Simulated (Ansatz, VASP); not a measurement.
## Two plane-wave programs on Ga2BAs3

```
Ga B As
1.0
    -1.90363    1.90363    8.33291
     1.90363   -1.90363    8.33291
     1.90363    1.90363   -8.33291
Ga B As
2 1 3
Direct
  0.65963 0.65963 0.00000
  0.34037 0.34037 0.00000
  0.00000 0.00000 0.00000
  0.43207 0.93207 0.50000
  0.06793 0.56793 0.50000
  0.75000 0.25000 0.50000
```

Alike in both runs: functional PBE; k mesh 14 × 14 × 14; occupations gaussian, width 0.02 eV; no spin polarisation.

Ansatz relaxed the structure, and its values are those at the end. VASP's run is a single point on that final structure, the one shown.

|  | VASP | Ansatz |
| --- | --- | --- |
| version | VASP 6.6.1 | Ansatz 0.2.0 |
| potentials or method | VASP PAW PBE potentials, release 64 (Ga_d, B, As), cutoff 520 eV | scalar-relativistic, plane waves, PAW |
| valence electrons in the cell | 44 | 74 |

|  | VASP | Ansatz | Ansatz less VASP |
| --- | --- | --- | --- |
| gap on the k mesh at the Fermi level (eV) | 0.46 | 0.46 | -0.001 |
| least direct gap on the mesh (eV) | 0.46 | 0.46 | -0.001 |
| pressure (GPa) | 0.2 | 0.0 | -0.21 |
| rms of the force components (eV/Å) | 0.004 | 0.002 | -0.0016 |

VASP's potentials hold 44 valence electrons a cell and Ansatz's 74, so a difference there can come from the potentials and not from the codes.
